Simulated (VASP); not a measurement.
# Bi4F (P-43m) in VASP: notebook

The runs below take Bi4F through single point, relaxation of cell and atoms, with PBE.

All numbers are computed with VASP 6.6.1; they aren't measurements. Logs are shortened: lines on timing, memory, paths and dates and some standing lists are left out, and cuts for length are marked.

## (1) The cell of the first run

Symmetry: P-43m, No. 215, cubic system. Conventional cell: a = 5.292 Å, b = 5.292 Å, c = 5.292 Å, α = 90.00°, β = 90.00°, γ = 90.00°. Bi (site symmetry 3m) has 1 F at 2.29 Å within 3.0 Å. F (site symmetry -43m) has 4 Bi at 2.29 Å within 3.0 Å.

## (2) Single point, PBE

Input file INCAR:

```
PREC     = Accurate       # precision mode
ENCUT    = 520            # plane-wave cutoff, eV
EDIFF    = 1E-7           # SCF threshold, eV
ISMEAR   = 0              # smearing method
SIGMA    = 0.1            # smearing width, eV
LREAL    = False          # projectors in reciprocal space
LASPH    = True           # aspherical terms in the spheres
NELM     = 80             # most SCF steps
ALGO     = Normal         # electronic algorithm
ISIF     = 2              # what is computed and relaxed
LWAVE    = False          # write WAVECAR
LCHARG   = False          # write CHGCAR
GGA      = PE             # functional
NBANDS   = 42             # bands
```

Input file KPOINTS:

```
Automatic mesh
0
Gamma
  4 4 4
```

Input file POSCAR:

```
Bi4F
1.0
    5.2923377100      0.0000000000      0.0000000000
    0.0000000000      5.2923377100      0.0000000000
    0.0000000000      0.0000000000      5.2923377100
Bi F
4 1
Direct
    0.2500000000      0.2500000000      0.2500000000
    0.7500000000      0.7500000000      0.2500000000
    0.2500000000      0.7500000000      0.7500000000
    0.7500000000      0.2500000000      0.7500000000
    0.0000000000      0.0000000000      0.0000000000
```

Potentials or basis: VASP PAW PBE potentials, release 64 (Bi_d, F).

Launch:

```console
> cat potpaw_PBE.64/Bi_d/POTCAR potpaw_PBE.64/F/POTCAR > POTCAR
> mpirun -np 1 vasp_std > vasp.out
```

OUTCAR:

```text
PREC = Accurate
   ENCUT = 520
   EDIFF = 1E-7
   ISMEAR = 0
   LREAL = False
   LASPH = True
   NELM = 80
   ISIF = 2
   GGA = PE

 ion  position               nearest neighbor table
   1  0.250  0.250  0.250-   5 2.29   3 3.74   4 3.74   2 3.74   3 3.74   4 3.74   2 3.74   3 3.74
                             3 3.74   2 3.74   4 3.74   4 3.74   2 3.74
   2  0.750  0.750  0.250-   5 2.29   3 3.74   4 3.74   1 3.74   3 3.74   4 3.74   1 3.74   4 3.74
                             4 3.74   1 3.74   3 3.74   3 3.74   1 3.74
   3  0.250  0.750  0.750-   5 2.29   2 3.74   4 3.74   1 3.74   1 3.74   2 3.74   1 3.74   4 3.74
                             1 3.74   2 3.74   4 3.74   2 3.74   4 3.74
   4  0.750  0.250  0.750-   5 2.29   2 3.74   3 3.74   1 3.74   1 3.74   2 3.74   2 3.74   3 3.74
                             2 3.74   1 3.74   3 3.74   1 3.74   3 3.74
   5  0.000  0.000  0.000-   1 2.29   2 2.29   3 2.29   4 2.29

  LATTYP: Found a simple cubic cell.
 ALAT       =     5.2923377100

  Lattice vectors:

 A1 = (   5.2923377100,   0.0000000000,   0.0000000000)
 A2 = (   0.0000000000,   5.2923377100,   0.0000000000)
 A3 = (   0.0000000000,   0.0000000000,   5.2923377100)

Analysis of symmetry for initial positions (statically):
=====================================================================
 Subroutine PRICEL returns:
 Original cell was already a primitive cell.

 Routine SETGRP: Setting up the symmetry group for a
 simple cubic supercell.

 Subroutine GETGRP returns: Found 24 space group operations
 (whereof 24 operations were pure point group operations)
 out of a pool of 48 trial point group operations.

The static configuration has the point symmetry T_d .

Analysis of symmetry for dynamics (positions and initial velocities):
=====================================================================
 Subroutine PRICEL returns:
 Original cell was already a primitive cell.

 Routine SETGRP: Setting up the symmetry group for a
 simple cubic supercell.

 Subroutine GETGRP returns: Found 24 space group operations
 (whereof 24 operations were pure point group operations)
 out of a pool of 48 trial point group operations.

The dynamic configuration has the point symmetry T_d .

 Subroutine INISYM returns: Found 24 space group operations
 (whereof 24 operations are pure point group operations),
 and found     1 'primitive' translations

----------------------------------------------------------------------------------------

                                     Primitive cell

  volume of cell :     148.2322

  direct lattice vectors                    reciprocal lattice vectors
     5.292337710  0.000000000  0.000000000     0.188952417  0.000000000  0.000000000
     0.000000000  5.292337710  0.000000000     0.000000000  0.188952417  0.000000000
     0.000000000  0.000000000  5.292337710     0.000000000  0.000000000  0.188952417

  length of vectors
     5.292337710  5.292337710  5.292337710     0.188952417  0.188952417  0.188952417

  position of ions in fractional coordinates (direct lattice)
     0.250000000  0.250000000  0.250000000
     0.750000000  0.750000000  0.250000000
     0.250000000  0.750000000  0.750000000
     0.750000000  0.250000000  0.750000000
     0.000000000  0.000000000  0.000000000

  ion indices of the primitive-cell ions
   primitive index   ion index
                 1           1
                 2           2
                 3           3
                 4           4
                 5           5

----------------------------------------------------------------------------------------

 KPOINTS: Automatic mesh

Automatic generation of k-mesh.
 Grid dimensions read from file:
 generate k-points for:    4    4    4

 Generating k-lattice:

  Cartesian coordinates                     Fractional coordinates (reciprocal lattice)
     0.047238104  0.000000000  0.000000000     0.250000000  0.000000000  0.000000000
     0.000000000  0.047238104  0.000000000     0.000000000  0.250000000  0.000000000
     0.000000000  0.000000000  0.047238104     0.000000000  0.000000000  0.250000000

  Length of vectors
     0.047238104  0.047238104  0.047238104

  Shift w.r.t. Gamma in fractional coordinates (k-lattice)
     0.000000000  0.000000000  0.000000000

 Subroutine IBZKPT returns following result:
 ===========================================

 Found     10 irreducible k-points:

 Following reciprocal coordinates:
            Coordinates               Weight
  0.000000  0.000000  0.000000      1.000000
  0.250000  0.000000  0.000000      6.000000
  0.500000  0.000000  0.000000      3.000000
  0.250000  0.250000  0.000000     12.000000
  0.500000  0.250000  0.000000     12.000000
  0.500000  0.500000  0.000000      3.000000
  0.250000  0.250000  0.250000      8.000000
  0.500000  0.250000  0.250000     12.000000
  0.500000  0.500000  0.250000      6.000000
  0.500000  0.500000  0.500000      1.000000
   k-points           NKPTS =     10   k-points in BZ     NKDIM =     10   number of bands    NBANDS=     42
   number of dos      NEDOS =    301   number of ions     NIONS =      5
   total plane-waves  NPLWV =  64000
   dimension x,y,z NGX =    40 NGY =   40 NGZ =   40
   dimension x,y,z NGXF=    80 NGYF=   80 NGZF=   80
   ions per type =               4   1
   NGX,Y,Z   is equivalent  to a cutoff of  12.57, 12.57, 12.57 a.u.
   NGXF,Y,Z  is equivalent  to a cutoff of  25.13, 25.13, 25.13 a.u.
 SYSTEM =  unknown system
   PREC   = accura    normal or accurate (medium, high low for compatibility)
   ISTART =      0    job   : 0-new  1-cont  2-samecut
   ICHARG =      2    charge: 1-file 2-atom 10-const
   ISPIN  =      1    spin polarized calculation?
   LNONCOLLINEAR =      F non collinear calculations
   LSORBIT =      F    spin-orbit coupling
   LASPH  =      T    aspherical Exc in radial PAW
   ENCUT  =  520.0 eV  38.22 Ry    6.18 a.u.   9.84  9.84  9.84*2*pi/ulx,y,z
   NELM   =     80;   NELMIN=  2; NELMDL= -5     # of ELM steps
   EDIFF  = 0.1E-06   stopping-criterion for ELM
   LREAL  =      F    real-space projection
   EDIFFG = 0.1E-05   stopping-criterion for IOM
   NSW    =      0    number of steps for IOM
   IBRION =     -1    ionic relax: 0-MD 1-quasi-New 2-CG
   NFREE  =      0    steps in history (QN), initial steepest desc. (CG)
   ISIF   =      2    stress and relaxation
   ISYM   =      2    0-nonsym 1-usesym 2-fastsym
   POTIM  = 0.5000    time-step for ionic-motion
   TEBEG  =    0.0;   TEEND  =   0.0 temperature during run
   PSTRESS=    0.0 pullay stress
   NELECT =      67.0000    total number of electrons
   NUPDOWN=      -1.0000    fix difference up-down
   EMIN   =  10.00;   EMAX   =-10.00  energy-range for DOS
   EFERMI =   0.00;   METHOD = LEGACY
   ISMEAR =     0;   SIGMA  =   0.10  broadening in eV -4-tet -1-fermi 0-gaus
   EFERMI_NEDOS =   21; number of points for ismear=-14 and -15
   IALGO  =     38    algorithm
   IMIX   =      4    mixing-type and parameters
     AMIX     =   0.40;   BMIX     =  1.00
     AMIX_MAG =   1.60;   BMIX_MAG =  1.00
  volume/ion in A,a.u.               =      29.65       200.06
  Fermi-wavevector in a.u.,A,eV,Ry     =   1.256374  2.374202 21.476459  1.578475
  Thomas-Fermi vector in A             =   2.390085
   LORBIT       =      0    0 simple, 1 ext, 2 COOP (PROOUT), +10 PAW based schemes
   GGA     = PE    functional components
   LHFCALC =     F    Hartree Fock is set to
   AEXX    =    0.0000 exact exchange contribution
   IVDW    =     0    specifies the selected vdW correction
   LEPSILON=     F    determine dielectric tensor
   LRPA    =     F    only Hartree local field effects (RPA)
 non-spin polarized calculation
 Gauss-broadening in eV      SIGMA  =   0.10
  energy-cutoff  :      520.00
  volume of cell :      148.23
 maximum number of plane-waves:      4032
 NGX is ok and might be reduce to    40
   NGX = 19   NGY = 19   NGZ = 19

 number of electron      67.0000031 magnetization

 Free energy of the ion-electron system (eV)
  ---------------------------------------------------
  ext. energy  EPLUGINS =         0.00000000
  ---------------------------------------------------
  free energy    TOTEN  =       -17.69951648 eV

  energy without entropy =      -17.68002781  energy(sigma->0) =      -17.68977214

 E-fermi :   6.5268     XC(G=0):  -9.7618

 val. band max:        6.4417931850   @ k =   0.2500   0.0000   0.0000
 cond. band min:       6.5370387309   @ k =   0.2500   0.2500   0.0000
 fundamental gap:      0.0952455459
 Fermi energy:         6.5268293025

 k-point     1 :       0.0000    0.0000    0.0000
  band No.  band energies     occupation
      1     -20.0529      2.00000
      2     -16.7079      2.00000
      3     -16.7079      2.00000
      4     -16.7079      2.00000
      5     -16.6711      2.00000
      6     -16.6711      2.00000
[... 34 lines left out ...]
     41      10.7028      0.00000
     42      10.7028      0.00000

 k-point     2 :       0.2500    0.0000    0.0000
  band No.  band energies     occupation
      1     -20.0522      2.00000
      2     -16.7188      2.00000
      3     -16.6974      2.00000
      4     -16.6974      2.00000
      5     -16.6671      2.00000
      6     -16.6573      2.00000
[... 34 lines left out ...]
     41      11.0731      0.00000
     42      12.1102      0.00000

 k-point     3 :       0.5000    0.0000    0.0000
  band No.  band energies     occupation
      1     -20.0512      2.00000
      2     -16.7318      2.00000
      3     -16.6833      2.00000
      4     -16.6833      2.00000
      5     -16.6625      2.00000
      6     -16.6569      2.00000
[... 34 lines left out ...]
     41      12.6316      0.00000
     42      12.6811      0.00000

 k-point     4 :       0.2500    0.2500    0.0000
  band No.  band energies     occupation
      1     -20.0518      2.00000
      2     -16.7168      2.00000
      3     -16.7002      2.00000
      4     -16.6952      2.00000
      5     -16.6599      2.00000
      6     -16.6590      2.00000
[... 214 lines left out ...]
     41      13.1717      0.00000
     42      13.3180      0.00000

 k-point     9 :       0.5000    0.5000    0.2500
  band No.  band energies     occupation
      1     -20.0522      2.00000
      2     -16.7141      2.00000
      3     -16.7043      2.00000
      4     -16.7043      2.00000
      5     -16.6644      2.00000
      6     -16.6551      2.00000
[... 34 lines left out ...]
     41      13.6244      0.00000
     42      13.6320      0.00000

 k-point    10 :       0.5000    0.5000    0.5000
  band No.  band energies     occupation
      1     -20.0533      2.00000
      2     -16.7113      2.00000
      3     -16.7113      2.00000
      4     -16.7113      2.00000
      5     -16.6657      2.00000
      6     -16.6657      2.00000
[... 34 lines left out ...]
     41      12.7841      0.00000
     42      12.7841      0.00000

------------------------ aborting loop because EDIFF is reached ----------------------------------------

  FORCE on cell =-STRESS in cart. coord.  units (eV):
  Direction    XX          YY          ZZ          XY          YZ          ZX
  --------------------------------------------------------------------------------------
  -------------------------------------------------------------------------------------
  Total        2.1092121      2.1092121      2.1092121      0.0000000     -0.0000000      0.0000000
  in kB       22.7975507     22.7975507     22.7975507      0.0000000     -0.0000000      0.0000000
  external PRESSURE =      22.7975507 kB  Pullay stress =       0.0000000 kB

 VOLUME and BASIS-vectors are now :
 -----------------------------------------------------------------------------
  energy-cutoff  :      520.00
  volume of cell :      148.23
      direct lattice vectors                 reciprocal lattice vectors
     5.292337710  0.000000000  0.000000000     0.188952417  0.000000000  0.000000000
     0.000000000  5.292337710  0.000000000     0.000000000  0.188952417  0.000000000
     0.000000000  0.000000000  5.292337710     0.000000000  0.000000000  0.188952417

 POSITION                                       TOTAL-FORCE (eV/Angst)
 -----------------------------------------------------------------------------------
      1.32308      1.32308      1.32308         1.509833      1.509833      1.509833
      3.96925      3.96925      1.32308        -1.509833     -1.509833      1.509833
      1.32308      3.96925      3.96925         1.509833     -1.509833     -1.509833
      3.96925      1.32308      3.96925        -1.509833      1.509833     -1.509833
      0.00000      0.00000      0.00000        -0.000000      0.000000      0.000000
 -----------------------------------------------------------------------------------
    total drift:                                0.000000      0.000000     -0.000000

  FREE ENERGIE OF THE ION-ELECTRON SYSTEM (eV)
  ---------------------------------------------------
  free  energy   TOTEN  =       -17.6995164779 eV

  energy  without entropy=      -17.6800278078  energy(sigma->0) =      -17.68977214
```

Run time: 29 s. Hardware: 1 thread of Intel Xeon 6975P-C (Granite Rapids), shared host; peak memory 0.25 GiB.

Results:

```yaml
Free_energy: -17.6995 eV
Pressure: 2.3 GPa
```

Levels at points of the mesh, in eV from the Fermi level:
```csv
k point,band 30,band 31,band 32,band 33,band 34,band 35,band 36,band 37
"(0.00, 0.00, 0.00)",-3.79,-2.40,0.23,0.23,0.23,1.54,1.54,1.54
"(0.50, 0.00, 0.00)",-2.31,-1.44,-1.39,-0.42,-0.36,-0.36,0.31,1.49
"(0.50, 0.50, 0.00)",-2.58,-2.20,-1.12,-0.78,-0.41,-0.41,0.48,2.32
"(0.50, 0.50, 0.50)",-3.74,-3.74,-3.12,2.43,2.43,2.55,2.55,2.55
```

Caveat: spin-orbit coupling is left out, which moves the levels of the heavy elements; an odd number of electrons without spin polarisation forces a metal; a magnetic or distorted state may lie lower.

## (3) Single point, PBE

Input file INCAR:

```
ALGO = Normal
EDIFF = 1E-6
ENCUT = 520
GGA = PE
ISIF = 2
ISMEAR = 0
LASPH = True
LCHARG = False
LREAL = False
LWAVE = False
NBANDS = 42
NELM = 100
PREC = Accurate
SIGMA = 0.1
```

Input file KPOINTS:

```
k-points
0
Gamma
  4 4 4
```

Input file POSCAR:

```
Bi4F
1.0
    5.2923896080      0.0000000000      0.0000000000
    0.0000000000      5.2923896080      0.0000000000
    0.0000000000      0.0000000000      5.2923896080
Bi F
4 1
Direct
    0.2833227246      0.2833227246      0.2833227246
    0.7166772754      0.7166772754      0.2833227246
    0.2833227246      0.7166772754      0.7166772754
    0.7166772754      0.2833227246      0.7166772754
    0.0000000000      0.0000000000      0.0000000000
```

Potentials or basis: VASP PAW PBE potentials, release 64 (Bi_d, F).

Launch:

```console
> cat potpaw_PBE.64/Bi_d/POTCAR potpaw_PBE.64/F/POTCAR > POTCAR
> mpirun -np 1 vasp_std > vasp.out
```

Run time: 30 s. Hardware: 1 thread of Intel Xeon 6975P-C (Granite Rapids), shared host; peak memory 0.25 GiB.

Results (log left out):

| Property | Result |
| --- | --- |
| Free energy | -19.1197 eV |
| Pressure | 0.0 GPa |
| Largest force | 0.011 eV/Å |

Forces on the atoms (eV/Å):
```
Bi  -0.006 -0.006 -0.006
Bi   0.006  0.006 -0.006
Bi  -0.006  0.006  0.006
Bi   0.006 -0.006  0.006
F    0.000  0.000  0.000
```

Levels at points of the mesh, in eV from the Fermi level:
| k point | band 31 | band 32 | band 33 | band 34 | band 35 | band 36 |
| --- | --- | --- | --- | --- | --- | --- |
| (0.00, 0.00, 0.00) | -3.09 | 0.67 | 0.67 | 0.67 | 0.80 | 0.80 |
| (0.50, 0.00, 0.00) | -1.30 | -1.17 | -0.76 | -0.76 | -0.22 | 0.90 |
| (0.50, 0.50, 0.00) | -2.44 | -1.99 | -0.46 | 0.25 | 0.25 | 1.80 |
| (0.50, 0.50, 0.50) | -3.05 | -2.78 | 2.27 | 2.27 | 3.14 | 3.14 |

Caveat: spin-orbit coupling is left out, which moves the levels of the heavy elements; an odd number of electrons without spin polarisation forces a metal; a magnetic or distorted state may lie lower.

## (4) Single point, PBE

This run uses another cell than the first one, of 29.97 Å³/atom, 1.011 times its volume.

Input file INCAR:

```
PREC = Accurate ; ENCUT = 520
EDIFF = 1E-6 ; ISMEAR = 0
SIGMA = 0.1 ; LREAL = F
LASPH = T ; NELM = 80
ALGO = Normal ; ISIF = 2
LWAVE = F ; LCHARG = F
GGA = PE ; NBANDS = 42
```

Input file KPOINTS:

```
regular mesh
0
Gamma
  8 8 8
```

Input file POSCAR:

```
Bi4F
1.0
    5.3114489543      0.0000000000      0.0000000000
    0.0000000000      5.3114489543      0.0000000000
    0.0000000000      0.0000000000      5.3114489543
Bi F
4 1
Direct
    0.2852363046      0.2852363046      0.2852363046
    0.7147636954      0.7147636954      0.2852363046
    0.2852363046      0.7147636954      0.7147636954
    0.7147636954      0.2852363046      0.7147636954
    0.0000000000      0.0000000000      0.0000000000
```

Launch:

```console
> cat potpaw_PBE.64/Bi_d/POTCAR potpaw_PBE.64/F/POTCAR > POTCAR
> mpirun -np 1 vasp_std > vasp.out
```

It took 82 s on 1 thread of Intel Xeon 6975P-C (Granite Rapids), shared host; peak memory 0.32 GiB.

Results (log left out):

| Quantity | Value |
| --- | --- |
| Free energy | -19.1597 eV |
| Pressure | -0.1 GPa |

Levels at points of the mesh, in eV from the Fermi level:
```
           k point  band 31  band 32  band 33  band 34  band 35  band 36
(0.00, 0.00, 0.00)    -3.18     0.52     0.52     0.52     0.76     0.76
(0.50, 0.00, 0.00)    -1.39    -1.16    -0.86    -0.86    -0.31     0.85
(0.50, 0.50, 0.00)    -2.50    -2.09    -0.53     0.23     0.23     1.64
(0.50, 0.50, 0.50)    -3.03    -2.81     2.11     2.11     3.06     3.06
```

Caveat: spin-orbit coupling is left out, which moves the levels of the heavy elements; an odd number of electrons without spin polarisation forces a metal; a magnetic or distorted state may lie lower.

[end of part 1 of 2]
